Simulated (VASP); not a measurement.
# Ta4C5 in VASP: relaxation of the atoms with PBEsol

Aim: the relaxation of the atoms of Ta4C5 with PBEsol.

All numbers are computed with VASP 6.6.1; they aren't measurements. Logs are shortened: lines on timing, memory, paths and dates and some standing lists are left out, and cuts for length are marked.

**1. The cell of the first run**

The cell holds a slab with vacuum, 9 atoms: a = 3.139 Å, b = 3.139 Å, c = 25.659 Å, α = 90.00°, β = 90.00°, γ = 90.00°.

**2. Relaxation of the atoms, PBEsol**

INCAR reads:

```
SYSTEM = Ta4C5
  PREC = Accurate
  ENCUT = 520
  EDIFF = 1E-7
  ISMEAR = 0
  SIGMA = 0.1
  LREAL = .FALSE.
  LASPH = .TRUE.
  NELM = 120
  ALGO = Normal
  ISIF = 2
  LWAVE = .FALSE.
  LCHARG = .FALSE.
  LDIPOL = .TRUE.
  IDIPOL = 3
  DIPOL = 0.5 0.5 0.481
  GGA = PS
  IBRION = 2
  NSW = 90
  EDIFFG = -0.03
  GGA_COMPAT = .FALSE.
  NELMIN = 4
  NELMDL = -8
```

KPOINTS reads:

```
regular mesh
0
G
  9 9 1
  0 0 0
```

POSCAR reads:

```
Ta4C5
1.0
    3.1393032033      0.0000000000      0.0000000000
    0.0000000000      3.1393032033      0.0000000000
    0.0000000000      0.0000000000     25.6594677497
Ta C
4 5
Selective dynamics
Direct
    0.5000000000      0.5000000000      0.3312617425  F F F
    0.0000000000      0.0000000000      0.4177726010  F F F
    0.5000000000      0.5000000000      0.5016718060  T T T
    0.0000000000      0.0000000000      0.5850288240  T T T
    0.0000000000      0.0000000000      0.3312617425  F F F
    0.5000000000      0.5000000000      0.4177726010  F F F
    0.0000000000      0.0000000000      0.5049817358  T T T
    0.5000000000      0.5000000000      0.5919529002  T T T
    0.5000000000      0.5000000000      0.6511902942  T T T
```

Potentials or basis: VASP PAW PBE potentials, release 64 (Ta_pv, C).

Command:

```sh
cat potpaw_PBE.64/Ta_pv/POTCAR potpaw_PBE.64/C/POTCAR > POTCAR
mpirun -np 1 vasp_std > vasp.out
```

OUTCAR:

```text
SYSTEM = Ta4C5
   PREC = Accurate
   ENCUT = 520
   EDIFF = 1E-7
   ISMEAR = 0
   LREAL = .FALSE.
   LASPH = .TRUE.
   NELM = 120
   ISIF = 2
   GGA = PS
   IBRION = 2
   NSW = 90
   EDIFFG = -0.03
   NELMIN = 4
   NELMDL = -8

 ion  position               nearest neighbor table
   1  0.500  0.500  0.331-   5 2.22   5 2.22   5 2.22   5 2.22   6 2.22   2 3.14   2 3.14   2 3.14
                             2 3.14
   2  0.000  0.000  0.418-   6 2.22   6 2.22   6 2.22   6 2.22   5 2.22   7 2.24   3 3.09   3 3.09
                             3 3.09   3 3.09   1 3.14   1 3.14   1 3.14   1 3.14
   3  0.500  0.500  0.502-   6 2.15   7 2.22   7 2.22   7 2.22   7 2.22   8 2.32   4 3.08   4 3.08
                             4 3.08   4 3.08   2 3.09   2 3.09   2 3.09   2 3.09
   4  0.000  0.000  0.585-   7 2.05   8 2.23   8 2.23   8 2.23   8 2.23   9 2.79   9 2.79   9 2.79
                             9 2.79   3 3.08   3 3.08   3 3.08   3 3.08
   5  0.000  0.000  0.331-   1 2.22   1 2.22   1 2.22   1 2.22   2 2.22
   6  0.500  0.500  0.418-   3 2.15   2 2.22   2 2.22   2 2.22   2 2.22   1 2.22
   7  0.000  0.000  0.505-   4 2.05   3 2.22   3 2.22   3 2.22   3 2.22   2 2.24
   8  0.500  0.500  0.592-   9 1.52   4 2.23   4 2.23   4 2.23   4 2.23   3 2.32
   9  0.500  0.500  0.651-   8 1.52   4 2.79   4 2.79   4 2.79   4 2.79

  LATTYP: Found a simple tetragonal cell.
 ALAT       =     3.1393032033
 C/A-ratio  =     8.1736188218

  Lattice vectors:

 A1 = (   3.1393032033,   0.0000000000,   0.0000000000)
 A2 = (   0.0000000000,   3.1393032033,   0.0000000000)
 A3 = (   0.0000000000,   0.0000000000,  25.6594677497)

Analysis of symmetry for initial positions (statically):
=====================================================================
 Subroutine PRICEL returns:
 Original cell was already a primitive cell.

 Routine SETGRP: Setting up the symmetry group for a
 simple tetragonal supercell.

 Subroutine GETGRP returns: Found  8 space group operations
 (whereof  8 operations were pure point group operations)
 out of a pool of 16 trial point group operations.

The static configuration has the point symmetry C_4v.

Analysis of symmetry for dynamics (positions and initial velocities):
=====================================================================
 Subroutine PRICEL returns:
 Original cell was already a primitive cell.

 Routine SETGRP: Setting up the symmetry group for a
 simple tetragonal supercell.

 Subroutine GETGRP returns: Found  8 space group operations
 (whereof  8 operations were pure point group operations)
 out of a pool of 16 trial point group operations.

The dynamic configuration has the point symmetry C_4v.

Analysis of constrained symmetry for selective dynamics:
=====================================================================
 Subroutine PRICEL returns:
 Original cell was already a primitive cell.

 Routine SETGRP: Setting up the symmetry group for a
 simple tetragonal supercell.

 Subroutine GETGRP returns: Found  8 space group operations
 (whereof  8 operations were pure point group operations)
 out of a pool of 16 trial point group operations.

The constrained configuration has the point symmetry C_4v.

 Subroutine INISYM returns: Found  8 space group operations
 (whereof  8 operations are pure point group operations),
 and found     1 'primitive' translations

----------------------------------------------------------------------------------------

                                     Primitive cell

  volume of cell :     252.8798

  direct lattice vectors                    reciprocal lattice vectors
     3.139303203  0.000000000  0.000000000     0.318542025  0.000000000  0.000000000
     0.000000000  3.139303203  0.000000000     0.000000000  0.318542025  0.000000000
     0.000000000  0.000000000 25.659467750     0.000000000  0.000000000  0.038971970

  length of vectors
     3.139303203  3.139303203 25.659467750     0.318542025  0.318542025  0.038971970

  position of ions in fractional coordinates (direct lattice)
     0.500000000  0.500000000  0.331261742
     0.000000000  0.000000000  0.417772601
     0.500000000  0.500000000  0.501671806
     0.000000000  0.000000000  0.585028824
     0.000000000  0.000000000  0.331261742
     0.500000000  0.500000000  0.417772601
     0.000000000  0.000000000  0.504981736
     0.500000000  0.500000000  0.591952900
     0.500000000  0.500000000  0.651190294

  ion indices of the primitive-cell ions
   primitive index   ion index
                 1           1
                 2           2
                 3           3
                 4           4
                 5           5
                 6           6
                 7           7
                 8           8
                 9           9

----------------------------------------------------------------------------------------

 KPOINTS: regular mesh

Automatic generation of k-mesh.
 Grid dimensions read from file:
 generate k-points for:    9    9    1

 Generating k-lattice:

  Cartesian coordinates                     Fractional coordinates (reciprocal lattice)
     0.035393558  0.000000000  0.000000000     0.111111111  0.000000000  0.000000000
     0.000000000  0.035393558  0.000000000     0.000000000  0.111111111  0.000000000
     0.000000000  0.000000000  0.038971970     0.000000000  0.000000000  1.000000000

  Length of vectors
     0.035393558  0.035393558  0.038971970

  Shift w.r.t. Gamma in fractional coordinates (k-lattice)
     0.000000000  0.000000000  0.000000000

 Subroutine IBZKPT returns following result:
 ===========================================

 Found     15 irreducible k-points:

 Following reciprocal coordinates:
            Coordinates               Weight
  0.000000  0.000000  0.000000      1.000000
  0.111111  0.000000  0.000000      4.000000
  0.222222  0.000000  0.000000      4.000000
  0.333333  0.000000  0.000000      4.000000
  0.444444  0.000000  0.000000      4.000000
  0.111111  0.111111  0.000000      4.000000
  0.222222  0.111111  0.000000      8.000000
  0.333333  0.111111  0.000000      8.000000
  0.444444  0.111111  0.000000      8.000000
  0.222222  0.222222  0.000000      4.000000
  0.333333  0.222222  0.000000      8.000000
  0.444444  0.222222  0.000000      8.000000
  0.333333  0.333333  0.000000      4.000000
  0.444444  0.333333  0.000000      8.000000
  0.444444  0.444444  0.000000      4.000000
   k-points           NKPTS =     15   k-points in BZ     NKDIM =     15   number of bands    NBANDS=     38
   number of dos      NEDOS =    301   number of ions     NIONS =      9
   total plane-waves  NPLWV = 110592
   dimension x,y,z NGX =    24 NGY =   24 NGZ =  192
   dimension x,y,z NGXF=    48 NGYF=   48 NGZF=  384
   ions per type =               4   5
   NGX,Y,Z   is equivalent  to a cutoff of  12.71, 12.71, 12.44 a.u.
   NGXF,Y,Z  is equivalent  to a cutoff of  25.42, 25.42, 24.88 a.u.
 SYSTEM =  Ta4C5
   PREC   = accura    normal or accurate (medium, high low for compatibility)
   ISTART =      0    job   : 0-new  1-cont  2-samecut
   ICHARG =      2    charge: 1-file 2-atom 10-const
   ISPIN  =      1    spin polarized calculation?
   LNONCOLLINEAR =      F non collinear calculations
   LSORBIT =      F    spin-orbit coupling
   LASPH  =      T    aspherical Exc in radial PAW
   ENCUT  =  520.0 eV  38.22 Ry    6.18 a.u.   5.84  5.84 47.71*2*pi/ulx,y,z
   NELM   =    120;   NELMIN=  4; NELMDL= -8     # of ELM steps
   EDIFF  = 0.1E-06   stopping-criterion for ELM
   LREAL  =      F    real-space projection
   EDIFFG = -.3E-01   stopping-criterion for IOM
   NSW    =     90    number of steps for IOM
   IBRION =      2    ionic relax: 0-MD 1-quasi-New 2-CG
   NFREE  =      1    steps in history (QN), initial steepest desc. (CG)
   ISIF   =      2    stress and relaxation
   ISYM   =      2    0-nonsym 1-usesym 2-fastsym
   POTIM  = 0.5000    time-step for ionic-motion
   TEBEG  =    0.0;   TEEND  =   0.0 temperature during run
   PSTRESS=    0.0 pullay stress
   NELECT =      64.0000    total number of electrons
   NUPDOWN=      -1.0000    fix difference up-down
   EMIN   =  10.00;   EMAX   =-10.00  energy-range for DOS
   EFERMI =   0.00;   METHOD = LEGACY
   ISMEAR =     0;   SIGMA  =   0.10  broadening in eV -4-tet -1-fermi 0-gaus
   EFERMI_NEDOS =   21; number of points for ismear=-14 and -15
   IALGO  =     38    algorithm
   IMIX   =      4    mixing-type and parameters
     AMIX     =   0.40;   BMIX     =  1.00
     AMIX_MAG =   1.60;   BMIX_MAG =  1.00
  volume/ion in A,a.u.               =      28.10       189.61
  Fermi-wavevector in a.u.,A,eV,Ry     =   1.035532  1.956871 14.589882  1.072326
  Thomas-Fermi vector in A             =   2.169879
   LORBIT       =      0    0 simple, 1 ext, 2 COOP (PROOUT), +10 PAW based schemes
   GGA     = PS    functional components
   LHFCALC =     F    Hartree Fock is set to
   AEXX    =    0.0000 exact exchange contribution
   IVDW    =     0    specifies the selected vdW correction
   LEPSILON=     F    determine dielectric tensor
   LRPA    =     F    only Hartree local field effects (RPA)
 conjugate gradient relaxation of ions
 non-spin polarized calculation
 Gauss-broadening in eV      SIGMA  =   0.10
  energy-cutoff  :      520.00
  volume of cell :      252.88
 maximum number of plane-waves:      6870
 NGX is ok and might be reduce to    24
   NGX = 11   NGY = 11   NGZ = 95

 dipolmoment           0.000000      0.000000     -0.064819 electrons x Angstroem

--------------------------------------- Ionic step        1  -------------------------------------------

 number of electron      63.9999999 magnetization

 Free energy of the ion-electron system (eV)
  ---------------------------------------------------
  ext. energy  EPLUGINS =         0.00000000
  ---------------------------------------------------
  free energy    TOTEN  =       -97.90149424 eV

  energy without entropy =      -97.87782017  energy(sigma->0) =      -97.88965720

------------------------ aborting loop because EDIFF is reached ----------------------------------------

  FORCE on cell =-STRESS in cart. coord.  units (eV):
  Direction    XX          YY          ZZ          XY          YZ          ZX
  --------------------------------------------------------------------------------------
  -------------------------------------------------------------------------------------
  Total       -3.2053462     -3.2053462     -6.6816521      0.0000000      0.0000000      0.0000000
  in kB      -20.3081966    -20.3081966    -42.3331195      0.0000000      0.0000000      0.0000000
  external PRESSURE =     -27.6498376 kB  Pullay stress =       0.0000000 kB
[... 110 lines left out ...]
  FREE ENERGIE OF THE ION-ELECTRON SYSTEM (eV)
  ---------------------------------------------------
  free  energy   TOTEN  =       -98.2896023430 eV

  energy  without entropy=      -98.2686835245  energy(sigma->0) =      -98.27914293

[... ionic steps 4 to 18 ...]

--------------------------------------- Ionic step       19  -------------------------------------------

 number of electron      63.9999998 magnetization

------------------------ aborting loop because EDIFF is reached ----------------------------------------
[... 81 lines left out ...]
--------------------------------------- Ionic step       21  -------------------------------------------

 number of electron      63.9999998 magnetization

 dipolmoment           0.000000      0.000000      0.165004 electrons x Angstroem

 Free energy of the ion-electron system (eV)
  ---------------------------------------------------
  ext. energy  EPLUGINS =         0.00000000
  ---------------------------------------------------
  free energy    TOTEN  =       -98.82144109 eV

  energy without entropy =      -98.79970186  energy(sigma->0) =      -98.81057147

 E-fermi :  -0.0569     XC(G=0):  -5.7044

 val. band max:       -0.0874658536   @ k =   0.4444   0.1111   0.0000
 cond. band min:      -0.0523854428   @ k =   0.3333   0.2222   0.0000
 fundamental gap:      0.0350804107
 Fermi energy:        -0.0569371360

 k-point     1 :       0.0000    0.0000    0.0000
  band No.  band energies     occupation
      1     -35.5437      2.00000
      2     -35.4355      2.00000
      3     -35.4249      2.00000
      4     -35.4249      2.00000
      5     -35.2685      2.00000
      6     -35.1546      2.00000
[... 604 lines left out ...]
     37       2.5884      0.00000
     38       3.3988      0.00000

------------------------ aborting loop because EDIFF is reached ----------------------------------------

 vacuum level on the upper side and lower side of the slab       (xc-potential included)         1.475        -1.491

  FORCE on cell =-STRESS in cart. coord.  units (eV):
  Direction    XX          YY          ZZ          XY          YZ          ZX
  --------------------------------------------------------------------------------------
  -------------------------------------------------------------------------------------
  Total       -6.5902469     -6.5902469     -3.3543969      0.0000000     -0.0000000      0.0000000
  in kB      -41.7540008    -41.7540008    -21.2525408      0.0000000     -0.0000000      0.0000000
  external PRESSURE =     -34.9201808 kB  Pullay stress =       0.0000000 kB
[... 24 lines left out ...]
  FREE ENERGIE OF THE ION-ELECTRON SYSTEM (eV)
  ---------------------------------------------------
  free  energy   TOTEN  =       -98.8214410860 eV

  energy  without entropy=      -98.7997018591  energy(sigma->0) =      -98.81057147

 reached required accuracy - stopping structural energy minimisation

 vacuum level on the upper side and lower side of the slab         6.417         3.388
```

Run time: 27 min. Hardware: 1 thread of Intel Xeon 6975P-C (Granite Rapids), shared host; peak memory 0.39 GiB.

Results:

```
Free energy               : -98.8214 eV
Energy gained by relaxing : 102.2 meV/atom
Ionic steps               : 21
Band gap on the k mesh    : zero (bands 32 and 33 overlap by 2.41 eV)
```

The path:
| step | energy change (eV) | largest force on free atoms (eV/Å) | pressure (GPa) |
| --- | --- | --- | --- |
| 1 | 0.0000 | 3.5832 | -2.76 |
| 2 | -0.1089 | 7.1951 | -0.93 |
| 3 | -0.3881 | 1.5890 | -2.21 |
| 4 | -0.5591 | 0.8649 | -2.63 |
| 5 | -0.6374 | 1.2970 | -2.72 |
| 6 | -0.7017 | 1.6925 | -2.57 |
| 7 | -0.7174 | 2.0706 | -2.38 |
| 8 | -0.8100 | 1.2618 | -2.74 |
| 9 | -0.8899 | 1.1388 | -3.23 |
| 10 | -0.8922 | 1.2103 | -3.30 |
| 11 | -0.8936 | 1.0552 | -3.87 |
| 12 | -0.9083 | 0.3567 | -3.61 |
| 13 | -0.9146 | 0.2239 | -3.59 |
| 14 | -0.9180 | 0.1957 | -3.55 |
| 15 | -0.9188 | 0.2155 | -3.50 |
| 16 | -0.9188 | 0.1377 | -3.51 |
| 17 | -0.9196 | 0.0601 | -3.55 |
| 18 | -0.9197 | 0.0492 | -3.56 |
| 19 | -0.9198 | 0.0473 | -3.55 |
| 20 | -0.9199 | 0.0444 | -3.52 |
| 21 | -0.9199 | 0.0288 | -3.49 |

Final structure:
```cif
data_structure
_symmetry_space_group_name_H-M 'P 1'
_symmetry_Int_Tables_number 1
_cell_length_a 3.1393
_cell_length_b 3.1393
_cell_length_c 25.6595
_cell_angle_alpha 90.000
_cell_angle_beta 90.000
_cell_angle_gamma 90.000
_cell_volume 252.88
loop_
_atom_site_label
_atom_site_type_symbol
_atom_site_fract_x
_atom_site_fract_y
_atom_site_fract_z
_atom_site_occupancy
Ta1 Ta 0.50000 0.50000 0.33126 1
Ta2 Ta 0.00000 0.00000 0.41777 1
Ta3 Ta 0.50000 0.50000 0.50387 1
Ta4 Ta 0.00000 0.00000 0.60010 1
C1 C 0.00000 0.00000 0.33126 1
C2 C 0.50000 0.50000 0.41777 1
C3 C 0.00000 0.00000 0.50741 1
C4 C 0.50000 0.50000 0.58464 1
C5 C 0.50000 0.50000 0.63903 1
```

Caveat: the PAW data sets were made with another functional, which shifts forces and pressure a little; spin-orbit coupling is left out, which moves the levels of the heavy elements.

The gap in the log of VASP goes by the Fermi energy; the results here count the filled bands.